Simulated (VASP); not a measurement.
Crystal: Ru.

```
Ru
1.0
     2.72356    0.00000    0.00000
    -1.36178    2.35867    0.00000
     0.00000    0.00000    4.28908
Ru
2
Direct
  0.33333 0.66667 0.25000
  0.66667 0.33333 0.75000
```

Base run:

| Item | Value |
| --- | --- |
| Program | VASP 6.6.1 |
| Functional | PBE |
| Potentials or basis | VASP PAW PBE potentials, release 64 (Ru_pv) |
| Cutoff | 520 eV |
| k mesh | 13 × 13 × 7 |
| Occupations | gaussian, width 0.03 eV |
| Spin | no spin polarisation |

Its results: band gap on the k mesh zero (band 14 reaches 13.98 eV, above the bottom of band 15 at 11.05 eV); pressure -0.4 GPa.

**Question.** The run is repeated on the same cell with these changes: occupations from gaussian, width 0.03 eV to fermi-dirac, width 0.3 eV. What comes out?

**Answer.** Band gap on the k mesh zero (band 14 reaches 14.01 eV, above the bottom of band 15 at 11.07 eV); pressure 2.4 GPa.
